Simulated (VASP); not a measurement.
**W: single point with PBE**

The system is W.

```
CELL_PARAMETERS angstrom
0.00000 2.84444 2.84444
2.84444 0.00000 2.84444
2.84444 2.84444 0.00000
ATOMIC_POSITIONS crystal
W 0.00000 0.00000 0.00000
W 0.25000 0.25000 0.25000
```

| Property | Result |
| --- | --- |
| Program | VASP 6.6.1 |
| Task | single point |
| Functional | PBE |
| Potentials or basis | VASP PAW PBE potentials, release 64 (W_sv) |
| Cutoff | 520 eV |
| k mesh | 15 × 15 × 15 |
| Occupations | gaussian, width 0.1 eV |
| Spin | no spin polarisation |

```
Pressure               : 10.8 GPa
Band gap on the k mesh : zero (band 14 reaches 6.50 eV, above the bottom of band 15 at 5.55 eV)
```

Levels at points of the mesh, in eV from the Fermi level:
```csv
k point,band 11,band 12,band 13,band 14,band 15,band 16,band 17,band 18
"(0.00, 0.00, 0.00)",-2.14,-1.19,-1.19,-1.19,1.61,1.61,1.61,5.71
```

Wall time 49 s on 1 thread of Intel(R) Xeon(R) 6975P-C (Granite Rapids), with other jobs on the host, peak memory 0.22 GiB.

Caveat: spin-orbit coupling is left out, which moves the levels of the heavy elements.
